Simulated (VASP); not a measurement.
Fe:

```
CELL_PARAMETERS angstrom
-1.44750 1.44750 1.44750
1.44750 -1.44750 1.44750
1.44750 1.44750 -1.44750
ATOMIC_POSITIONS crystal
Fe 0.00000 0.00000 0.00000
```

Base run:

```yaml
Program: VASP 6.6.1
Functional: PBE
Potentials_or_basis: VASP PAW PBE potentials, release 64 (Fe)
Cutoff: 600 eV
k_mesh: 13 × 13 × 13
Occupations: fermi-dirac, width 0.05 eV
Spin: collinear spin, ferromagnetic start
Starting_moments: "[3.12] μB"
Fixed_moment: 3.12 μB
```

Its results: pressure 10.7 GPa; site moments Fe +3.06 μB.

**Question.** The run is repeated on the same cell with these changes: fixed moment from 3.12 μB to 3.64 μB; moments at the start from [3.12] to [3.64]. What comes out?

**Answer.** Pressure 29.5 GPa; site moments Fe +3.50 μB.

Caveats: the total moment is fixed, so each spin has its own Fermi level.
